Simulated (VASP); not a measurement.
# BN (I-4m2) in VASP: notebook, part 2 of 2

VASP 6.6.1.

### Step 3. Single point, PBE (strain +0.080 along x and y, -0.040 along z)

File INCAR:

```
PREC = Accurate
ENCUT = 600
EDIFF = 1E-6
ISMEAR = 0
SIGMA = 0.05
LREAL = F
LASPH = T
NELM = 120
ALGO = Normal
ISIF = 2
LWAVE = F
LCHARG = T
GGA = PE
LELF = T
LVHAR = T
NBANDS = 11
GGA_COMPAT = F
```

File KPOINTS:

```
Automatic mesh
0
Gamma
  12 12 12
```

File POSCAR:

```
BN
1.0
    0.0000000000      1.9573363945      1.7398545729
    1.9573363945      0.0000000000      1.7398545729
    1.9573363945      1.9573363945      0.0000000000
B N
1 1
Direct
    0.0000000000      0.0000000000      0.0000000000
    0.7500000000      0.7500000000      0.7500000000
```

Potentials or basis: VASP PAW PBE potentials, release 64 (B, N).

On the command line:

```
$ cat potpaw_PBE.64/B/POTCAR potpaw_PBE.64/N/POTCAR > POTCAR
$ mpirun -np 1 vasp_std > vasp.out
```

OUTCAR:

```text
PREC = Accurate
   ENCUT = 600
   EDIFF = 1E-6
   ISMEAR = 0
   LREAL = F
   LASPH = T
   NELM = 120
   ISIF = 2
   GGA = PE

 ion  position               nearest neighbor table
   1  0.000  0.000  0.000-   2 1.63   2 1.63   2 1.63   2 1.63
   2  0.750  0.750  0.750-   1 1.63   1 1.63   1 1.63   1 1.63

  LATTYP: Found a body centered tetragonal cell.
 ALAT       =     2.7680916752
 C/A-ratio  =     1.2570787221

  Lattice vectors:

 A1 = (   0.0000000000,  -1.9573363945,  -1.7398545729)
 A2 = (   0.0000000000,   1.9573363945,  -1.7398545729)
 A3 = (   1.9573363945,   0.0000000000,   1.7398545729)

Analysis of symmetry for initial positions (statically):
=====================================================================
 Subroutine PRICEL returns:
 Original cell was already a primitive cell.

 Routine SETGRP: Setting up the symmetry group for a
 body centered tetragonal supercell.

 Subroutine GETGRP returns: Found  8 space group operations
 (whereof  8 operations were pure point group operations)
 out of a pool of 16 trial point group operations.
[... 172 lines left out ...]
  band No.  band energies     occupation
      1     -12.9063      2.00000
      2       5.7101      2.00000
      3       5.7101      2.00000
      4       6.6002      2.00000
      5      13.8276      0.00000
      6      14.3642      0.00000
      7      14.6226      0.00000
      8      14.6226      0.00000
      9      28.6331      0.00000
     10      29.6786      0.00000
     11      31.2522      0.00000
[... 309 lines left out ...]
 k-point    24 :      -0.4167    0.1667    0.0000
  band No.  band energies     occupation
      1      -8.9118      2.00000
      2      -2.8205      2.00000
      3       2.9343      2.00000
      4       3.1488      2.00000
      5      13.2745      0.00000
      6      17.0825      0.00000
      7      17.5677      0.00000
      8      19.9756      0.00000
      9      25.1992      0.00000
     10      29.8241      0.00000
     11      30.1352      0.00000

 [... further k-points ...]

------------------------ aborting loop because EDIFF is reached ----------------------------------------

  FORCE on cell =-STRESS in cart. coord.  units (eV):
  Direction    XX          YY          ZZ          XY          YZ          ZX
  --------------------------------------------------------------------------------------
  -------------------------------------------------------------------------------------
  Total       -4.3809692     -4.3809692      0.1743862      0.0000000     -0.0000000      0.0000000
  in kB     -526.5103288   -526.5103288     20.9579471      0.0000000     -0.0000000      0.0000000
  external PRESSURE =    -344.0209035 kB  Pullay stress =       0.0000000 kB

 VOLUME and BASIS-vectors are now :
 -----------------------------------------------------------------------------
  energy-cutoff  :      600.00
  volume of cell :       13.33
      direct lattice vectors                 reciprocal lattice vectors
     0.000000000  1.957336394  1.739854573    -0.255449192  0.255449192  0.287380341
     1.957336394  0.000000000  1.739854573     0.255449192 -0.255449192  0.287380341
     1.957336394  1.957336394  0.000000000     0.255449192  0.255449192 -0.287380341

 POSITION                                       TOTAL-FORCE (eV/Angst)
 -----------------------------------------------------------------------------------
      0.00000      0.00000      0.00000        -0.000000     -0.000000      0.000000
      2.93600      2.93600      2.60978         0.000000      0.000000     -0.000000
 -----------------------------------------------------------------------------------
    total drift:                                0.000000      0.000000     -0.000001

  FREE ENERGIE OF THE ION-ELECTRON SYSTEM (eV)
  ---------------------------------------------------
  free  energy   TOTEN  =       -17.1021660713 eV

  energy  without entropy=      -17.1021660713  energy(sigma->0) =      -17.10216607
```

OSZICAR:

```text
N       E                     dE             d eps       ncg     rms          rms(c)
DAV:   1     0.153294146977E+02    0.15329E+02   -0.52882E+03  3634   0.799E+02
DAV:   2    -0.171805718425E+02   -0.32510E+02   -0.31269E+02  4330   0.183E+02
DAV:   3    -0.179062779561E+02   -0.72571E+00   -0.72444E+00  4252   0.233E+01
DAV:   4    -0.179074195896E+02   -0.11416E-02   -0.11416E-02  3835   0.102E+00
DAV:   5    -0.179074208668E+02   -0.12772E-05   -0.12772E-05  4174   0.341E-02    0.607E+00
DAV:   6    -0.171482575376E+02    0.75916E+00   -0.32914E+00  4211   0.103E+01    0.284E+00
DAV:   7    -0.171119122745E+02    0.36345E-01   -0.65082E-02  3853   0.226E+00    0.175E+00
DAV:   8    -0.171020384922E+02    0.98738E-02   -0.28993E-02  3946   0.122E+00    0.135E-01
DAV:   9    -0.171020631979E+02   -0.24706E-04   -0.12821E-03  3793   0.259E-01    0.706E-02
DAV:  10    -0.171021597293E+02   -0.96531E-04   -0.13765E-04  3808   0.107E-01    0.137E-02
DAV:  11    -0.171021659670E+02   -0.62377E-05   -0.11273E-05  4152   0.278E-02    0.994E-03
DAV:  12    -0.171021660713E+02   -0.10423E-06   -0.16621E-06  2240   0.945E-03
   1 F= -.17102166E+02 E0= -.17102166E+02  d E =-.196893E-24
```

Run time: 9.7 s. Hardware: 1 thread of Intel Xeon 6975P-C (Granite Rapids), shared host; peak memory 0.14 GiB.

Results:

| Quantity | Value |
| --- | --- |
| Free energy | -17.1022 eV |
| Pressure | -34.4 GPa |
| Band gap on the k mesh | 2.69 eV (least direct gap 7.23 eV) |

Levels at points of the mesh, in eV from the valence-band top:
| k point | band 2 | band 3 | band 4 | band 5 | band 6 | band 7 |
| --- | --- | --- | --- | --- | --- | --- |
| (0.00, 0.00, 0.00) | -0.89 | -0.89 | 0.00 | 7.23 | 7.76 | 8.02 |
| (0.50, 0.00, 0.00) | -10.19 | -3.03 | -1.60 | 6.95 | 8.89 | 10.86 |
| (0.50, 0.50, 0.00) | -7.66 | -5.81 | -5.81 | 2.69 | 6.22 | 15.61 |
| (0.50, 0.00, 0.50) | -9.27 | -4.38 | -4.35 | 4.39 | 8.89 | 14.35 |

Caveat: the cell differs from its parent crystal (strain +0.080 along x and y, -0.040 along z); the cell stands under tension.

### Step 4. Single point, PBE (strain +0.080 along x and y, +0.000 along z)

File INCAR:

```
PREC = Accurate
ENCUT = 600
EDIFF = 1E-6
ISMEAR = 0
SIGMA = 0.05
LREAL = False
LASPH = True
NELM = 120
ALGO = Normal
ISIF = 2
LWAVE = False
LCHARG = False
GGA = PE
NBANDS = 11
GGA_COMPAT = False
```

KPOINTS is that of step 3.

File POSCAR:

```
BN
1.0
    0.0000000000      1.9573363945      1.8123485134
    1.9573363945      0.0000000000      1.8123485134
    1.9573363945      1.9573363945      0.0000000000
B N
1 1
Direct
    0.0000000000      0.0000000000      0.0000000000
    0.7500000000      0.7500000000      0.7500000000
```

On the command line:

```
$ cat potpaw_PBE.64/B/POTCAR potpaw_PBE.64/N/POTCAR > POTCAR
$ mpirun -np 1 vasp_std > vasp.out
```

It took 10 s on 1 thread of Intel Xeon 6975P-C (Granite Rapids), shared host; peak memory 0.15 GiB.

Results (log left out):

```
Free energy            : -17.0738 eV
Pressure               : -43.2 GPa
Band gap on the k mesh : 3.19 eV (least direct gap 7.35 eV)
```

Stress tensor (GPa, compression positive):
```
-55.34   0.00   0.00
  0.00 -55.34   0.00
  0.00   0.00 -18.93
```

Levels at points of the mesh, in eV from the valence-band top:
```
           k point  band 1  band 2  band 3  band 4  band 5  band 6  band 7  band 8  band 9
(0.00, 0.00, 0.00)  -18.91   -0.60   -0.60    0.00    7.35    7.39    7.87    7.87   21.48
(0.50, 0.00, 0.00)  -15.40   -9.69   -2.52   -1.58    7.22    9.08   10.17   13.21   20.85
(0.50, 0.50, 0.00)  -13.81   -7.65   -5.13   -5.13    3.19    6.80   15.23   15.23   18.72
(0.50, 0.00, 0.50)  -14.48   -8.66   -4.23   -4.22    4.26    8.47   14.48   15.34   17.32
```

Caveat: the cell differs from its parent crystal (strain +0.080 along x and y, +0.000 along z); the cell stands under tension. A k mesh can miss the band edges.

### Step 5. The runs side by side

```csv
cell,gap on the mesh (eV),pressure (GPa)
"a = 2.571, b = 2.571, c = 2.768 Å, angles 57.4, 57.4, 65.1°, 2 atoms",2.19,-23.6
"a = 2.619, b = 2.619, c = 2.768 Å, angles 58.1, 58.1, 63.8°, 2 atoms",2.69,-34.4
"a = 2.668, b = 2.668, c = 2.768 Å, angles 58.7, 58.7, 62.5°, 2 atoms",3.19,-43.2
```

Alike in all rows: task single point; level PBE; potentials or basis VASP PAW PBE potentials, release 64 (B, N); no spin polarisation; k mesh 12 × 12 × 12; cutoff (eV) 600; smearing gaussian 0.05 eV.

Caveats: the cell stands under tension.

Total energies depend on the potentials used, so only differences within one code and one set of settings carry meaning.
